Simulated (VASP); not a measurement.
Here is a VASP 6.6.1 calculation.

File INCAR:

```
SYSTEM = TiO2
PREC = Accurate
ENCUT = 520
EDIFF = 1E-6
ISMEAR = 0
SIGMA = 0.05
LREAL = .FALSE.
LASPH = .TRUE.
NELM = 150
ALGO = Normal
ISIF = 2
LWAVE = .FALSE.
LCHARG = .FALSE.
LMAXMIX = 4
LDAU = .TRUE.
LDAUTYPE = 2
LDAUL = 2 -1
LDAUU = 4 0
LDAUJ = 0 0
LDAUPRINT = 1
GGA = PE
NBANDS = 33
```

The input KPOINTS:

```
Automatic mesh
0
G
  6 6 10
  0 0 0
```

The input POSCAR:

```
TiO2
1.0
    4.4547671155      0.0000000000      0.0000000000
    0.0000000000      4.4547671155      0.0000000000
    0.0000000000      0.0000000000      2.7658729780
Ti O
2 4
Direct
    0.0000000000      0.0000000000      0.0000000000
    0.5000000000      0.5000000000      0.5000000000
    0.3056475955      0.3056475955      0.0000000000
    0.1943524045      0.8056475955      0.5000000000
    0.6943524045      0.6943524045      0.0000000000
    0.8056475955      0.1943524045      0.5000000000
```

Potentials or basis: VASP PAW PBE potentials, release 64 (Ti_sv, O).

Command:

```console
$ cat potpaw_PBE.64/Ti_sv/POTCAR potpaw_PBE.64/O/POTCAR > POTCAR
$ mpirun -np 1 vasp_std > vasp.out
```

Problem. Predict the largest force.

Solution. 1.614 eV/Å.

Problem. What does it give for the pressure?

Solution. 62.1 GPa.

Problem. Estimate the band gap on the k mesh.

Solution. 2.81 eV, direct.

Forces on the atoms (eV/Å):
```
Ti   0.000  0.000  0.000
Ti   0.000  0.000  0.000
O   -1.141 -1.141  0.000
O    1.141 -1.141  0.000
O    1.141  1.141  0.000
O   -1.141  1.141  0.000
```

Caveat: the cell differs from its parent crystal (strain -0.040 along x and y, -0.080 along z); forces of over 1 eV/Å act on the atoms, so gaps and moduli don't describe the material at rest. A k mesh can miss the band edges.
